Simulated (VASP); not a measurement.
# KF (P6_3/mmc) in VASP: notebook

KF is run at these levels: PBE; tasks: relaxation of cell and atoms, single point.

Program: VASP 6.6.1. These are calculated values, not measurements. Logs are shortened: lines on timing, memory, paths and dates and some standing lists are left out, and cuts for length are marked.

### Step 1. The cell of the first run

Symmetry: P6_3/mmc, No. 194, hexagonal system. The conventional cell has a = 3.832 Å, b = 3.832 Å, c = 6.257 Å, α = 90.00°, β = 90.00°, γ = 120.00°. Within 3.6 Å of K (site symmetry -3m) lie 6 F at 2.71 Å and 2 K at 3.13 Å. F (site symmetry -6m2) has 6 K at 2.71 Å within 3.6 Å.

### Step 2. Relaxation of cell and atoms, PBE

INCAR

```
PREC = Accurate
ENCUT = 600
EDIFF = 1E-6
ISMEAR = 0
SIGMA = 0.02
LREAL = False
LASPH = True
NELM = 100
ALGO = Normal
ISIF = 3
LWAVE = False
LCHARG = False
GGA = PE
IBRION = 2
NSW = 65
EDIFFG = -0.01
```

KPOINTS

```
Automatic mesh
0
Gamma
  9 9 6
```

POSCAR

```
KF
1.0
    3.8319348817      0.0000000000      0.0000000000
   -1.9159674408      3.3185529532      0.0000000000
    0.0000000000      0.0000000000      6.2574556409
K F
2 2
Direct
    0.0000000000      0.0000000000      0.0000000000
    0.0000000000      0.0000000000      0.5000000000
    0.3333333333      0.6666666667      0.2500000000
    0.6666666667      0.3333333333      0.7500000000
```

Potentials or basis: VASP PAW PBE potentials, release 64 (K_sv, F).

Started as:

```console
cat potpaw_PBE.64/K_sv/POTCAR potpaw_PBE.64/F/POTCAR > POTCAR
mpirun -np 1 vasp_std > vasp.out
```

OUTCAR:

```text
PREC = Accurate
   ENCUT = 600
   EDIFF = 1E-6
   ISMEAR = 0
   LREAL = False
   LASPH = True
   NELM = 100
   ISIF = 3
   GGA = PE
   IBRION = 2
   NSW = 65
   EDIFFG = -0.01

 ion  position               nearest neighbor table
   1  0.000  0.000  0.000-   3 2.71   4 2.71   3 2.71   4 2.71   4 2.71   3 2.71   2 3.13   2 3.13

   2  0.000  0.000  0.500-   3 2.71   4 2.71   3 2.71   4 2.71   4 2.71   3 2.71   1 3.13   1 3.13

   3  0.333  0.667  0.250-   1 2.71   2 2.71   1 2.71   2 2.71   1 2.71   2 2.71
   4  0.667  0.333  0.750-   1 2.71   2 2.71   1 2.71   2 2.71   1 2.71   2 2.71

  LATTYP: Found a hexagonal cell.
 ALAT       =     3.8319348817
 C/A-ratio  =     1.6329754639

  Lattice vectors:

 A1 = (   3.8319348817,   0.0000000000,   0.0000000000)
 A2 = (  -1.9159674408,   3.3185529532,   0.0000000000)
 A3 = (   0.0000000000,   0.0000000000,   6.2574556409)

Analysis of symmetry for initial positions (statically):
=====================================================================
 Subroutine PRICEL returns:
 Original cell was already a primitive cell.

 Routine SETGRP: Setting up the symmetry group for a
 hexagonal supercell.

 Subroutine GETGRP returns: Found 24 space group operations
 (whereof 12 operations were pure point group operations)
 out of a pool of 24 trial point group operations.

The static configuration has the point symmetry D_3d.
 The point group associated with its full space group is D_6h.

Analysis of symmetry for dynamics (positions and initial velocities):
=====================================================================
 Subroutine PRICEL returns:
 Original cell was already a primitive cell.

 Routine SETGRP: Setting up the symmetry group for a
 hexagonal supercell.

 Subroutine GETGRP returns: Found 24 space group operations
 (whereof 12 operations were pure point group operations)
 out of a pool of 24 trial point group operations.

The dynamic configuration has the point symmetry D_3d.
 The point group associated with its full space group is D_6h.

 Subroutine INISYM returns: Found 24 space group operations
 (whereof 12 operations are pure point group operations),
 and found     1 'primitive' translations

----------------------------------------------------------------------------------------

                                     Primitive cell

  volume of cell :      79.5728

  direct lattice vectors                    reciprocal lattice vectors
     3.831934882  0.000000000  0.000000000     0.260964769  0.150668079  0.000000000
    -1.915967441  3.318552953  0.000000000     0.000000000  0.301336159  0.000000000
     0.000000000  0.000000000  6.257455641     0.000000000  0.000000000  0.159809363

  length of vectors
     3.831934882  3.831934882  6.257455641     0.301336159  0.301336159  0.159809363

  position of ions in fractional coordinates (direct lattice)
     0.000000000  0.000000000  0.000000000
     0.000000000  0.000000000  0.500000000
     0.333333333  0.666666667  0.250000000
     0.666666667  0.333333333  0.750000000

  ion indices of the primitive-cell ions
   primitive index   ion index
                 1           1
                 2           2
                 3           3
                 4           4

----------------------------------------------------------------------------------------

 KPOINTS: Automatic mesh

Automatic generation of k-mesh.
 Grid dimensions read from file:
 generate k-points for:    9    9    6

 Generating k-lattice:

  Cartesian coordinates                     Fractional coordinates (reciprocal lattice)
     0.028996085  0.016740898  0.000000000     0.111111111 -0.000000000  0.000000000
     0.000000000  0.033481795  0.000000000     0.000000000  0.111111111  0.000000000
     0.000000000  0.000000000  0.026634894     0.000000000  0.000000000  0.166666667

  Length of vectors
     0.033481795  0.033481795  0.026634894

  Shift w.r.t. Gamma in fractional coordinates (k-lattice)
     0.000000000  0.000000000  0.000000000

 Subroutine IBZKPT returns following result:
 ===========================================

 Found     48 irreducible k-points:

 Following reciprocal coordinates:
            Coordinates               Weight
  0.000000  0.000000  0.000000      1.000000
  0.111111  0.000000  0.000000      6.000000
  0.222222  0.000000  0.000000      6.000000
  0.333333 -0.000000  0.000000      6.000000
  0.444444  0.000000  0.000000      6.000000
  0.111111  0.111111  0.000000      6.000000
[... 16 lines left out ...]
  0.333333  0.222222  0.166667     24.000000
  0.333333  0.333333  0.166667      4.000000
 [... further k-points ...]
   k-points           NKPTS =     48   k-points in BZ     NKDIM =     48   number of bands    NBANDS=     20
   number of dos      NEDOS =    301   number of ions     NIONS =      4
   total plane-waves  NPLWV =  51200
   dimension x,y,z NGX =    32 NGY =   32 NGZ =   50
   dimension x,y,z NGXF=    64 NGYF=   64 NGZF=  100
   ions per type =               2   2
   NGX,Y,Z   is equivalent  to a cutoff of  13.88, 13.88, 13.28 a.u.
   NGXF,Y,Z  is equivalent  to a cutoff of  27.77, 27.77, 26.57 a.u.
 SYSTEM =  unknown system
   PREC   = accura    normal or accurate (medium, high low for compatibility)
   ISTART =      0    job   : 0-new  1-cont  2-samecut
   ICHARG =      2    charge: 1-file 2-atom 10-const
   ISPIN  =      1    spin polarized calculation?
   LNONCOLLINEAR =      F non collinear calculations
   LSORBIT =      F    spin-orbit coupling
   LASPH  =      T    aspherical Exc in radial PAW
   ENCUT  =  600.0 eV  44.10 Ry    6.64 a.u.   7.65  7.65 12.50*2*pi/ulx,y,z
   NELM   =    100;   NELMIN=  2; NELMDL= -5     # of ELM steps
   EDIFF  = 0.1E-05   stopping-criterion for ELM
   LREAL  =      F    real-space projection
   EDIFFG = -.1E-01   stopping-criterion for IOM
   NSW    =     65    number of steps for IOM
   IBRION =      2    ionic relax: 0-MD 1-quasi-New 2-CG
   NFREE  =      1    steps in history (QN), initial steepest desc. (CG)
   ISIF   =      3    stress and relaxation
   ISYM   =      2    0-nonsym 1-usesym 2-fastsym
   POTIM  = 0.5000    time-step for ionic-motion
   TEBEG  =    0.0;   TEEND  =   0.0 temperature during run
   PSTRESS=    0.0 pullay stress
   NELECT =      32.0000    total number of electrons
   NUPDOWN=      -1.0000    fix difference up-down
   EMIN   =  10.00;   EMAX   =-10.00  energy-range for DOS
   EFERMI =   0.00;   METHOD = LEGACY
   ISMEAR =     0;   SIGMA  =   0.02  broadening in eV -4-tet -1-fermi 0-gaus
   EFERMI_NEDOS =   21; number of points for ismear=-14 and -15
   IALGO  =     38    algorithm
   IMIX   =      4    mixing-type and parameters
     AMIX     =   0.40;   BMIX     =  1.00
     AMIX_MAG =   1.60;   BMIX_MAG =  1.00
  volume/ion in A,a.u.               =      19.89       134.25
  Fermi-wavevector in a.u.,A,eV,Ry     =   1.208379  2.283506 19.866962  1.460181
  Thomas-Fermi vector in A             =   2.343989
   LORBIT       =      0    0 simple, 1 ext, 2 COOP (PROOUT), +10 PAW based schemes
   GGA     = PE    functional components
   LHFCALC =     F    Hartree Fock is set to
   AEXX    =    0.0000 exact exchange contribution
   IVDW    =     0    specifies the selected vdW correction
   LEPSILON=     F    determine dielectric tensor
   LRPA    =     F    only Hartree local field effects (RPA)
 conjugate gradient relaxation of ions
 non-spin polarized calculation
 Gauss-broadening in eV      SIGMA  =   0.02
  energy-cutoff  :      600.00
  volume of cell :       79.57
 maximum number of plane-waves:      2677
 NGX is ok and might be reduce to    32

--------------------------------------- Ionic step        1  -------------------------------------------

 number of electron      32.0000010 magnetization

 Free energy of the ion-electron system (eV)
  ---------------------------------------------------
  ext. energy  EPLUGINS =         0.00000000
  ---------------------------------------------------
  free energy    TOTEN  =       -16.38750840 eV

  energy without entropy =      -16.38750840  energy(sigma->0) =      -16.38750840

------------------------ aborting loop because EDIFF is reached ----------------------------------------

  FORCE on cell =-STRESS in cart. coord.  units (eV):
  Direction    XX          YY          ZZ          XY          YZ          ZX
  --------------------------------------------------------------------------------------
  -------------------------------------------------------------------------------------
  Total       -0.4995651     -0.4995651      1.4730543     -0.0000000      0.0000000     -0.0000000
  in kB      -10.0586112    -10.0586112     29.6595594     -0.0000000      0.0000000     -0.0000000
  external PRESSURE =       3.1807790 kB  Pullay stress =       0.0000000 kB
[... 175 lines left out ...]
  energy  without entropy=      -16.4396943007  energy(sigma->0) =      -16.43969430

--------------------------------------- Ionic step        6  -------------------------------------------

 number of electron      31.9999982 magnetization

 Free energy of the ion-electron system (eV)
  ---------------------------------------------------
  ext. energy  EPLUGINS =         0.00000000
  ---------------------------------------------------
  free energy    TOTEN  =       -16.43982271 eV

  energy without entropy =      -16.43982271  energy(sigma->0) =      -16.43982271

 E-fermi :  -2.7376     XC(G=0):  -8.2044

 val. band max:       -2.8690446590   @ k =   0.0000   0.0000   0.0000
 cond. band min:       3.0212277944   @ k =   0.0000   0.0000   0.0000
 fundamental gap:      5.8902724534
 Fermi energy:        -2.7376072682

 k-point     1 :       0.0000    0.0000    0.0000
  band No.  band energies     occupation
      1     -29.3441      2.00000
      2     -29.2304      2.00000
      3     -21.6177      2.00000
      4     -21.5360      2.00000
      5     -13.0154      2.00000
      6     -12.6235      2.00000
[... 12 lines left out ...]
     19       6.2181      0.00000
[... 513 lines left out ...]
      4     -21.5650      2.00000
      5     -13.1155      2.00000
      6     -12.8843      2.00000
[... 12 lines left out ...]
     19       7.1181      0.00000
     20       7.9277      0.00000

 [... further k-points ...]

------------------------ aborting loop because EDIFF is reached ----------------------------------------

  FORCE on cell =-STRESS in cart. coord.  units (eV):
  Direction    XX          YY          ZZ          XY          YZ          ZX
  --------------------------------------------------------------------------------------
  -------------------------------------------------------------------------------------
  Total        0.0024176      0.0024176      0.0132208      0.0000000     -0.0000000      0.0000000
  in kB        0.0485417      0.0485417      0.2654561      0.0000000     -0.0000000      0.0000000
  external PRESSURE =       0.1208465 kB  Pullay stress =       0.0000000 kB
[... 19 lines left out ...]
  FREE ENERGIE OF THE ION-ELECTRON SYSTEM (eV)
  ---------------------------------------------------
  free  energy   TOTEN  =       -16.4398227089 eV

  energy  without entropy=      -16.4398227089  energy(sigma->0) =      -16.43982271

 reached required accuracy - stopping structural energy minimisation
```

It took 2.9 min on 1 thread of Intel Xeon 6975P-C (Granite Rapids), shared host; peak memory 0.26 GiB.

Results:

```yaml
Free_energy: -16.4398 eV
Relaxed_volume: 19.95 Å³/atom
Relaxed_cell: a = 3.736 Å, b = 3.736 Å, c = 6.600 Å, α = 90.00°, β = 90.00°, γ = 120.00°
Space_group_after_relaxing_to_0.05_Å: P6_3/mmc (No. 194)
Energy_gained_by_relaxing: 13.1 meV/atom
Ionic_steps: 6
Pressure_after_relaxing: 0.0 GPa
Band_gap_on_the_k_mesh: 5.89 eV, direct
```

The path:
| step | energy change (eV) | largest force (eV/Å) | pressure (GPa) | volume (Å³) |
| --- | --- | --- | --- | --- |
| 1 | 0.0000 | 0.0000 | 0.32 | 79.57 |
| 2 | -0.0270 | 0.0000 | 0.11 | 80.01 |
| 3 | -0.0489 | 0.0000 | -0.50 | 81.14 |
| 4 | -0.0511 | 0.0000 | -0.35 | 80.89 |
| 5 | -0.0522 | 0.0000 | -0.11 | 80.16 |
| 6 | -0.0523 | 0.0000 | 0.01 | 79.80 |

Final structure:
```
CELL_PARAMETERS angstrom
3.73634 0.00000 0.00000
-1.86817 3.23576 0.00000
0.00000 0.00000 6.60016
ATOMIC_POSITIONS crystal
K 0.00000 0.00000 0.00000
K 0.00000 0.00000 0.50000
F 0.33333 0.66667 0.25000
F 0.66667 0.33333 0.75000
```

Levels at points of the mesh, in eV from the valence-band top:
| k point | band 14 | band 15 | band 16 | band 17 | band 18 | band 19 |
| --- | --- | --- | --- | --- | --- | --- |
| (0.00, 0.00, 0.00) | -0.08 | 0.00 | 0.00 | 5.89 | 8.96 | 9.09 |
| (0.00, 0.00, 0.50) | -0.13 | -0.13 | -0.13 | 7.17 | 7.17 | 9.94 |

A k mesh can miss the band edges. As with any semilocal functional, this PBE gap is likely too small.

### Step 3. Single point, PBE

This run uses another cell than the first one: it holds 12 atoms, not 4.

INCAR

```
PREC     = Accurate       # precision mode
ENCUT    = 520            # plane-wave cutoff, eV
EDIFF    = 1E-7           # SCF threshold, eV
ISMEAR   = 0              # smearing method
SIGMA    = 0.02           # smearing width, eV
LREAL    = False          # projectors in reciprocal space
LASPH    = True           # aspherical terms in the spheres
NELM     = 100            # most SCF steps
ALGO     = Normal         # electronic algorithm
ISIF     = 2              # what is computed and relaxed
LWAVE    = False          # write WAVECAR
LCHARG   = False          # write CHGCAR
GGA      = PE             # functional
NBANDS   = 60             # bands
```

KPOINTS

```
regular mesh
0
Gamma
  9 9 2
```

POSCAR

```
KF
1.0
    3.7986848820      0.0000000000      0.0000000000
   -1.8993424410      3.2897576088      0.0000000000
    0.0000000000      0.0000000000     19.1280512106
K F
6 6
Direct
    0.0000000000      0.0000000000      0.0000000000
    0.3333333333      0.6666666667      0.1675610331
    0.6666666667      0.3333333333      0.3324389669
    0.0000000000      0.0000000000      0.5000000000
    0.6666666667      0.3333333333      0.6675610331
    0.3333333333      0.6666666667      0.8324389669
    0.6666666667      0.3333333333      0.0849409120
    0.0000000000      0.0000000000      0.2500000000
    0.3333333333      0.6666666667      0.4150590880
    0.3333333333      0.6666666667      0.5849409120
    0.0000000000      0.0000000000      0.7500000000
    0.6666666667      0.3333333333      0.9150590880
```

Potentials or basis: VASP PAW PBE potentials, release 64 (K_sv, F).

Started as:

```console
cat potpaw_PBE.64/K_sv/POTCAR potpaw_PBE.64/F/POTCAR > POTCAR
mpirun -np 1 vasp_std > vasp.out
```

It took 5.5 min on 1 thread of Intel Xeon 6975P-C (Granite Rapids), shared host; peak memory 0.46 GiB.

The run converged. Its results:

* Free energy: -49.6512 eV
* Pressure: 0.0 GPa
* Band gap on the k mesh: 5.78 eV, direct

Levels at points of the mesh, in eV from the valence-band top:
| k point | band 45 | band 46 | band 47 | band 48 | band 49 | band 50 | band 51 | band 52 |
| --- | --- | --- | --- | --- | --- | --- | --- | --- |
| (0.00, 0.00, 0.00) | -0.12 | -0.10 | -0.10 | 0.00 | 5.78 | 6.33 | 6.60 | 7.80 |
| (0.00, 0.00, 0.50) | -0.11 | -0.11 | -0.07 | -0.07 | 5.95 | 5.95 | 7.18 | 7.18 |
